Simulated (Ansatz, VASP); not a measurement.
Two plane-wave programs on SnTe3

INCAR

```
  PREC = Accurate
  ENCUT = 520
  EDIFF = 1E-6
  ISMEAR = 0
  SIGMA = 0.1
  LREAL = F
  LASPH = T
  NELM = 80
  ALGO = Normal
  ISIF = 2
  LWAVE = F
  LCHARG = T
  GGA = PE
  LELF = T
  LVHAR = T
  NBANDS = 24
```

KPOINTS

```
regular mesh
0
Gamma
  6 6 4
```

Contents of POSCAR:

```
SnTe3
1.0
    5.6110120100      0.0000000000      0.0000000000
   -2.8055060100      4.8592789400      0.0000000000
    0.0000000000      0.0000000000      5.3904511200
Sn Te
1 3
Direct
    0.0000000000      0.0000000000      0.0000000000
    0.5000000000      0.0000000000      0.0000000000
    0.0000000000      0.5000000000      0.0000000000
    0.5000000000      0.5000000000      0.0000000000
```

Input for Ansatz:

```yaml
crystal:
  lattice:
    - [5.61101201, 0.0, 0.0]
    - [-2.80550601, 4.85927894, 0.0]
    - [0.0, 0.0, 5.39045112]
  atoms:
    - { symbol: Sn, position: [0.0, 0.0, 0.0] }
    - { symbol: Te, position: [0.5, 0.0, 0.0] }
    - { symbol: Te, position: [0.0, 0.5, 0.0] }
    - { symbol: Te, position: [0.5, 0.5, 0.0] }
basis:
  ecutwfc: 420
kpoints:
  mp_grid: { grid: [6, 6, 4] }
hamiltonian:
  xc: pbe
scf:
  occupations: { method: gaussian, width: 0.1 }
  lower_state_search: "off"
output:
  forces: true
  stress: true
  eigenvalues: true
```

Alike in both runs: task single point; functional PBE; k mesh 6 × 6 × 4; occupations gaussian, width 0.1 eV; no spin polarisation.

|  | VASP | Ansatz |
| --- | --- | --- |
| version | VASP 6.6.1 | Ansatz 0.2.0 |
| potentials or method | VASP PAW PBE potentials, release 64 (Sn_d, Te), cutoff 520 eV | scalar-relativistic, plane waves, PAW |
| valence electrons in the cell | 32 | 62 |

VASP gave:

| Quantity | Value |
| --- | --- |
| gap on the k mesh at the Fermi level (eV) | none |
| pressure (GPa) | 22.8 |
| traceless stress, the component that is largest in VASP (GPa) | -22.89 |

Task: Which values does Ansatz return?

Result: gap on the k mesh at the Fermi level (eV): none; pressure (GPa): 22.7; traceless stress, the component that is largest in VASP (GPa): -22.79.

A gap of «none» marks a metal or a gap that the smearing closes. With one functional, cell and mesh, what is left measures potentials, basis and numerics. VASP's potentials hold 32 valence electrons a cell and Ansatz's 62, so a difference there can come from the potentials and not from the codes.

Neither program's run includes spin-orbit coupling.
